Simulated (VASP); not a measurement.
# Ga5Mo (P4/mmm) in VASP: single point with PBE

Aim: the single point of Ga5Mo with PBE.

Program: VASP 6.6.1. These are calculated values, not measurements. Logs are shortened: lines on timing, memory, paths and dates and some standing lists are left out, and cuts for length are marked.

### Step 1. The cell of the first run

It takes space group P4/mmm (No. 123, tetragonal). Conventional cell: a = 3.511 Å, b = 3.511 Å, c = 8.013 Å, α = 90.00°, β = 90.00°, γ = 90.00°. Ga (site symmetry 4mm) has 6 Ga at 2.54 to 2.85 Å and 4 Mo at 2.79 Å within 3.3 Å. Within 3.5 Å of Ga (site symmetry 4mm) lie 9 Ga at 2.66 to 2.85 Å and 1 Mo at 2.68 Å. Within 3.6 Å of Ga (site symmetry 4/mmm) lie 14 Ga at 2.74 to 3.51 Å. Mo (site symmetry 4/mmm) has 10 Ga at 2.68 to 2.79 Å within 3.5 Å.

### Step 2. Single point, PBE

File INCAR:

```
ALGO     = Normal         # electronic algorithm
EDIFF    = 1E-7           # SCF threshold, eV
ENCUT    = 520            # plane-wave cutoff, eV
GGA      = PE             # functional
ISIF     = 2              # what is computed and relaxed
ISMEAR   = 0              # smearing method
LASPH    = True           # aspherical terms in the spheres
LCHARG   = True           # write CHGCAR
LELF     = True           # ELF
LREAL    = False          # projectors in reciprocal space
LVHAR    = True         
LWAVE    = False          # write WAVECAR
NBANDS   = 48             # bands
NELM     = 60             # most SCF steps
PREC     = Accurate       # precision mode
SIGMA    = 0.2            # smearing width, eV
```

File KPOINTS:

```
k-points
0
Gamma
  5 5 2
```

File POSCAR:

```
Ga5Mo
1.0
    3.5106753402      0.0000000000      0.0000000000
    0.0000000000      3.5106753402      0.0000000000
    0.0000000000      0.0000000000      8.0126242405
Ga Mo
5 1
Direct
    0.5000000000      0.5000000000      0.1582013508
    0.0000000000      0.0000000000      0.3339505145
    0.5000000000      0.5000000000      0.8417986492
    0.0000000000      0.0000000000      0.6660494855
    0.5000000000      0.5000000000      0.5000000000
    0.0000000000      0.0000000000      0.0000000000
```

Potentials or basis: VASP PAW PBE potentials, release 64 (Ga_d, Mo_sv).

Run with:

```console
$ cat potpaw_PBE.64/Ga_d/POTCAR potpaw_PBE.64/Mo_sv/POTCAR > POTCAR
$ mpirun -np 1 vasp_std > vasp.out
```

OUTCAR:

```text
EDIFF = 1E-7
   ENCUT = 520
   GGA = PE
   ISIF = 2
   ISMEAR = 0
   LASPH = True
   LREAL = False
   NELM = 60
   PREC = Accurate

 ion  position               nearest neighbor table
   1  0.500  0.500  0.158-   3 2.54   5 2.74   6 2.79   6 2.79   6 2.79   6 2.79   2 2.85   2 2.85
                             2 2.85   2 2.85
   2  0.000  0.000  0.334-   4 2.66   6 2.68   5 2.82   5 2.82   5 2.82   5 2.82   1 2.85   1 2.85
                             1 2.85   1 2.85
   3  0.500  0.500  0.842-   1 2.54   5 2.74   6 2.79   6 2.79   6 2.79   6 2.79   4 2.85   4 2.85
                             4 2.85   4 2.85
   4  0.000  0.000  0.666-   2 2.66   6 2.68   5 2.82   5 2.82   5 2.82   5 2.82   3 2.85   3 2.85
                             3 2.85   3 2.85
   5  0.500  0.500  0.500-   1 2.74   3 2.74   2 2.82   4 2.82   2 2.82   4 2.82   2 2.82   4 2.82
                             2 2.82   4 2.82
   6  0.000  0.000  0.000-   2 2.68   4 2.68   3 2.79   1 2.79   1 2.79   3 2.79   1 2.79   3 2.79
                             1 2.79   3 2.79

  LATTYP: Found a simple tetragonal cell.
 ALAT       =     3.5106753402
 C/A-ratio  =     2.2823597924

  Lattice vectors:

 A1 = (   3.5106753402,   0.0000000000,   0.0000000000)
 A2 = (   0.0000000000,   3.5106753402,   0.0000000000)
 A3 = (   0.0000000000,   0.0000000000,   8.0126242405)

Analysis of symmetry for initial positions (statically):
=====================================================================
 Subroutine PRICEL returns:
 Original cell was already a primitive cell.

 Routine SETGRP: Setting up the symmetry group for a
 simple tetragonal supercell.

 Subroutine GETGRP returns: Found 16 space group operations
 (whereof 16 operations were pure point group operations)
 out of a pool of 16 trial point group operations.

The static configuration has the point symmetry D_4h.

Analysis of symmetry for dynamics (positions and initial velocities):
=====================================================================
 Subroutine PRICEL returns:
 Original cell was already a primitive cell.

 Routine SETGRP: Setting up the symmetry group for a
 simple tetragonal supercell.

 Subroutine GETGRP returns: Found 16 space group operations
 (whereof 16 operations were pure point group operations)
 out of a pool of 16 trial point group operations.

The dynamic configuration has the point symmetry D_4h.

 Subroutine INISYM returns: Found 16 space group operations
 (whereof 16 operations are pure point group operations),
 and found     1 'primitive' translations

----------------------------------------------------------------------------------------

                                     Primitive cell

  volume of cell :      98.7543

  direct lattice vectors                    reciprocal lattice vectors
     3.510675340  0.000000000  0.000000000     0.284845479  0.000000000  0.000000000
     0.000000000  3.510675340  0.000000000     0.000000000  0.284845479  0.000000000
     0.000000000  0.000000000  8.012624240     0.000000000  0.000000000  0.124803057

  length of vectors
     3.510675340  3.510675340  8.012624240     0.284845479  0.284845479  0.124803057

  position of ions in fractional coordinates (direct lattice)
     0.500000000  0.500000000  0.158201351
     0.000000000  0.000000000  0.333950515
     0.500000000  0.500000000  0.841798649
     0.000000000  0.000000000  0.666049485
     0.500000000  0.500000000  0.500000000
     0.000000000  0.000000000  0.000000000

  ion indices of the primitive-cell ions
   primitive index   ion index
                 1           1
                 2           2
                 3           3
                 4           4
                 5           5
                 6           6

----------------------------------------------------------------------------------------

 KPOINTS: k-points

Automatic generation of k-mesh.
 Grid dimensions read from file:
 generate k-points for:    5    5    2

 Generating k-lattice:

  Cartesian coordinates                     Fractional coordinates (reciprocal lattice)
     0.056969096  0.000000000  0.000000000     0.200000000  0.000000000  0.000000000
     0.000000000  0.056969096  0.000000000     0.000000000  0.200000000  0.000000000
     0.000000000  0.000000000  0.062401529     0.000000000  0.000000000  0.500000000

  Length of vectors
     0.056969096  0.056969096  0.062401529

  Shift w.r.t. Gamma in fractional coordinates (k-lattice)
     0.000000000  0.000000000  0.000000000

 Subroutine IBZKPT returns following result:
 ===========================================

 Found     12 irreducible k-points:

 Following reciprocal coordinates:
            Coordinates               Weight
  0.000000  0.000000  0.000000      1.000000
  0.200000  0.000000  0.000000      4.000000
  0.400000  0.000000  0.000000      4.000000
  0.200000  0.200000  0.000000      4.000000
  0.400000  0.200000  0.000000      8.000000
  0.400000  0.400000  0.000000      4.000000
  0.000000  0.000000  0.500000      1.000000
  0.200000  0.000000  0.500000      4.000000
  0.400000  0.000000  0.500000      4.000000
  0.200000  0.200000  0.500000      4.000000
  0.400000  0.200000  0.500000      8.000000
  0.400000  0.400000  0.500000      4.000000
   k-points           NKPTS =     12   k-points in BZ     NKDIM =     12   number of bands    NBANDS=     48
   number of dos      NEDOS =    301   number of ions     NIONS =      6
   total plane-waves  NPLWV =  47040
   dimension x,y,z NGX =    28 NGY =   28 NGZ =   60
   dimension x,y,z NGXF=    56 NGYF=   56 NGZF=  120
   ions per type =               5   1
   NGX,Y,Z   is equivalent  to a cutoff of  13.26, 13.26, 12.45 a.u.
   NGXF,Y,Z  is equivalent  to a cutoff of  26.52, 26.52, 24.90 a.u.
 SYSTEM =  unknown system
   PREC   = accura    normal or accurate (medium, high low for compatibility)
   ISTART =      0    job   : 0-new  1-cont  2-samecut
   ICHARG =      2    charge: 1-file 2-atom 10-const
   ISPIN  =      1    spin polarized calculation?
   LNONCOLLINEAR =      F non collinear calculations
   LSORBIT =      F    spin-orbit coupling
   LASPH  =      T    aspherical Exc in radial PAW
   ENCUT  =  520.0 eV  38.22 Ry    6.18 a.u.   6.53  6.53 14.90*2*pi/ulx,y,z
   NELM   =     60;   NELMIN=  2; NELMDL= -5     # of ELM steps
   EDIFF  = 0.1E-06   stopping-criterion for ELM
   LREAL  =      F    real-space projection
   EDIFFG = 0.1E-05   stopping-criterion for IOM
   NSW    =      0    number of steps for IOM
   IBRION =     -1    ionic relax: 0-MD 1-quasi-New 2-CG
   NFREE  =      0    steps in history (QN), initial steepest desc. (CG)
   ISIF   =      2    stress and relaxation
   ISYM   =      2    0-nonsym 1-usesym 2-fastsym
   POTIM  = 0.5000    time-step for ionic-motion
   TEBEG  =    0.0;   TEEND  =   0.0 temperature during run
   PSTRESS=    0.0 pullay stress
   NELECT =      79.0000    total number of electrons
   NUPDOWN=      -1.0000    fix difference up-down
   EMIN   =  10.00;   EMAX   =-10.00  energy-range for DOS
   EFERMI =   0.00;   METHOD = LEGACY
   ISMEAR =     0;   SIGMA  =   0.20  broadening in eV -4-tet -1-fermi 0-gaus
   EFERMI_NEDOS =   21; number of points for ismear=-14 and -15
   IALGO  =     38    algorithm
   IMIX   =      4    mixing-type and parameters
     AMIX     =   0.40;   BMIX     =  1.00
     AMIX_MAG =   1.60;   BMIX_MAG =  1.00
  volume/ion in A,a.u.               =      16.46       111.07
  Fermi-wavevector in a.u.,A,eV,Ry     =   1.519726  2.871865 31.423548  2.309566
  Thomas-Fermi vector in A             =   2.628672
   LORBIT       =      0    0 simple, 1 ext, 2 COOP (PROOUT), +10 PAW based schemes
   GGA     = PE    functional components
   LHFCALC =     F    Hartree Fock is set to
   AEXX    =    0.0000 exact exchange contribution
   IVDW    =     0    specifies the selected vdW correction
   LEPSILON=     F    determine dielectric tensor
   LRPA    =     F    only Hartree local field effects (RPA)
 non-spin polarized calculation
 Gauss-broadening in eV      SIGMA  =   0.20
  energy-cutoff  :      520.00
  volume of cell :       98.75
 maximum number of plane-waves:      2686
 NGX is ok and might be reduce to    28
   NGX = 13   NGY = 13   NGZ = 29

 number of electron      79.0000028 magnetization

 Free energy of the ion-electron system (eV)
  ---------------------------------------------------
  ext. energy  EPLUGINS =         0.00000000
  ---------------------------------------------------
  free energy    TOTEN  =       -25.47686088 eV

  energy without entropy =      -25.43616653  energy(sigma->0) =      -25.45651371

 E-fermi :   7.4909     XC(G=0): -11.9399

 val. band max:        7.4636604790   @ k =   0.4000   0.0000   0.0000
 cond. band min:       7.5860018890   @ k =   0.0000   0.0000   0.0000
 fundamental gap:      0.1223414100
 Fermi energy:         7.4909473620

 k-point     1 :       0.0000    0.0000    0.0000
  band No.  band energies     occupation
      1     -53.1517      2.00000
      2     -27.3057      2.00000
      3     -27.2011      2.00000
      4     -27.2011      2.00000
      5      -7.7324      2.00000
      6      -7.7029      2.00000
[... 40 lines left out ...]
     47      11.6602      0.00000
     48      12.5938      0.00000

 k-point     2 :       0.2000    0.0000    0.0000
  band No.  band energies     occupation
      1     -53.1500      2.00000
      2     -27.3024      2.00000
      3     -27.2318      2.00000
      4     -27.1984      2.00000
      5      -7.7100      2.00000
      6      -7.6862      2.00000
[... 40 lines left out ...]
     47      12.5248      0.00000
     48      14.6148      0.00000

 k-point     3 :       0.4000    0.0000    0.0000
  band No.  band energies     occupation
      1     -53.1473      2.00000
      2     -27.2970      2.00000
      3     -27.2811      2.00000
      4     -27.1940      2.00000
      5      -7.6967      2.00000
      6      -7.6850      2.00000
[... 40 lines left out ...]
     47      12.7106      0.00000
     48      13.1363      0.00000

 k-point     4 :       0.2000    0.2000    0.0000
  band No.  band energies     occupation
      1     -53.1484      2.00000
      2     -27.2992      2.00000
      3     -27.2296      2.00000
      4     -27.2276      2.00000
      5      -7.6968      2.00000
      6      -7.6864      2.00000
[... 346 lines left out ...]
     47      12.7396      0.00000
     48      13.0268      0.00000

 k-point    11 :       0.4000    0.2000    0.5000
  band No.  band energies     occupation
      1     -53.1457      2.00000
      2     -27.2942      2.00000
      3     -27.2772      2.00000
      4     -27.2234      2.00000
      5      -7.6885      2.00000
      6      -7.6800      2.00000
[... 40 lines left out ...]
     47      12.6570      0.00000
     48      13.7984      0.00000

 k-point    12 :       0.4000    0.4000    0.5000
  band No.  band energies     occupation
      1     -53.1431      2.00000
      2     -27.2896      2.00000
      3     -27.2711      2.00000
      4     -27.2704      2.00000
      5      -7.6514      2.00000
      6      -7.6328      2.00000
[... 40 lines left out ...]
     47      11.7343      0.00000
     48      12.1676      0.00000

------------------------ aborting loop because EDIFF is reached ----------------------------------------

  FORCE on cell =-STRESS in cart. coord.  units (eV):
  Direction    XX          YY          ZZ          XY          YZ          ZX
  --------------------------------------------------------------------------------------
  -------------------------------------------------------------------------------------
  Total       -0.2202462     -0.2202462      0.2957178      0.0000000     -0.0000000      0.0000000
  in kB       -3.5732461     -3.5732461      4.7976877      0.0000000     -0.0000000      0.0000000
  external PRESSURE =      -0.7829348 kB  Pullay stress =       0.0000000 kB

 VOLUME and BASIS-vectors are now :
 -----------------------------------------------------------------------------
  energy-cutoff  :      520.00
  volume of cell :       98.75
      direct lattice vectors                 reciprocal lattice vectors
     3.510675340  0.000000000  0.000000000     0.284845479  0.000000000  0.000000000
     0.000000000  3.510675340  0.000000000     0.000000000  0.284845479  0.000000000
     0.000000000  0.000000000  8.012624240     0.000000000  0.000000000  0.124803057

 POSITION                                       TOTAL-FORCE (eV/Angst)
 -----------------------------------------------------------------------------------
      1.75534      1.75534      1.26761         0.000000      0.000000      0.014020
      0.00000      0.00000      2.67582        -0.000000     -0.000000     -0.068542
      1.75534      1.75534      6.74502        -0.000000     -0.000000     -0.014020
      0.00000      0.00000      5.33680         0.000000     -0.000000      0.068542
      1.75534      1.75534      4.00631        -0.000000      0.000000      0.000000
      0.00000      0.00000      0.00000        -0.000000      0.000000      0.000000
 -----------------------------------------------------------------------------------
    total drift:                                0.000000      0.000000      0.000000

  FREE ENERGIE OF THE ION-ELECTRON SYSTEM (eV)
  ---------------------------------------------------
  free  energy   TOTEN  =       -25.4768608837 eV

  energy  without entropy=      -25.4361665301  energy(sigma->0) =      -25.45651371
```

Wall time 34 s (1 thread of Intel Xeon 6975P-C (Granite Rapids), shared host); peak memory 0.22 GiB.

Results:

```yaml
Free_energy: -25.4769 eV
Pressure: -0.1 GPa
Largest_force: 0.069 eV/Å
```

Forces in eV/Å, atoms in the order of the input:
```
Ga   0.000  0.000  0.014
Ga   0.000  0.000 -0.069
Ga   0.000  0.000 -0.014
Ga   0.000  0.000  0.069
Ga   0.000  0.000  0.000
Mo   0.000  0.000  0.000
```

Caveat: the k points lie up to 0.39 Å⁻¹ apart.
